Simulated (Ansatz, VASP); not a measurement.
**Two plane-wave programs on InSb3**

Contents of INCAR:

```
PREC = Accurate
ENCUT = 520
EDIFF = 1E-6
ISMEAR = 0
SIGMA = 0.15
LREAL = False
LASPH = True
NELM = 60
ALGO = Normal
ISIF = 2
LWAVE = False
LCHARG = False
GGA = PS
NBANDS = 22
```

The input KPOINTS:

```
regular mesh
0
Gamma
  8 8 8
```

The input POSCAR:

```
InSb3
1.0
    4.7284623064      0.1104095949      0.1104095949
    0.1104095949      4.7284623064      0.1104095949
    0.1104095949      0.1104095949      4.7284623064
In Sb
1 3
Direct
    0.0000000000      0.0000000000      0.0000000000
    0.5000000000      0.0000000000      0.5000000000
    0.0000000000      0.5000000000      0.5000000000
    0.5000000000      0.5000000000      0.0000000000
```

Input for Ansatz:

```yaml
crystal:
  lattice:
    - [4.7284623064, 0.1104095949, 0.1104095949]
    - [0.1104095949, 4.7284623064, 0.1104095949]
    - [0.1104095949, 0.1104095949, 4.7284623064]
  atoms:
    - { symbol: In, position: [0.0, 0.0, 0.0] }
    - { symbol: Sb, position: [0.5, 0.0, 0.5] }
    - { symbol: Sb, position: [0.0, 0.5, 0.5] }
    - { symbol: Sb, position: [0.5, 0.5, 0.0] }
basis:
  ecutwfc: 420
kpoints:
  mp_grid: { grid: [8, 8, 8] }
hamiltonian:
  xc: pbesol
  pseudopotentials: { kind: paw, azcp: { folder: soft_1 } }
scf:
  occupations: { method: gaussian, width: 0.15 }
output:
  forces: true
  stress: true
  eigenvalues: true
  write_density: true
  write_potential: true
  elf: true
  volumetric_format: npy
```

Change from the starting cell: equal engineering shear yz, xz and xy +0.0467, equal normal strain along x, y and z +0.0000.

Alike in both runs: task single point; functional PBEsol; k mesh 8 × 8 × 8; occupations gaussian, width 0.15 eV; no spin polarisation.

|  | VASP | Ansatz |
| --- | --- | --- |
| version | VASP 6.6.1 | Ansatz 0.2.0 |
| potentials or method | VASP PAW PBE potentials, release 64 (In_d, Sb), cutoff 520 eV | scalar-relativistic, plane waves, PAW |
| valence electrons in the cell | 28 | 58 |

```csv
,VASP,Ansatz,Ansatz less VASP
gap on the k mesh at the Fermi level (eV),none,none,-
pressure (GPa),0.4,0.4,-0.01
"traceless stress, the component that is largest in VASP (GPa)",-1.00,-0.99,+0.008
```

VASP's potentials were made for PBE, not for PBEsol, and Ansatz warns of the same on its side. A gap of «none» marks a metal or a gap that the smearing closes. VASP's potentials hold 28 valence electrons a cell and Ansatz's 58, so a difference there can come from the potentials and not from the codes.

Neither program's run includes spin-orbit coupling.
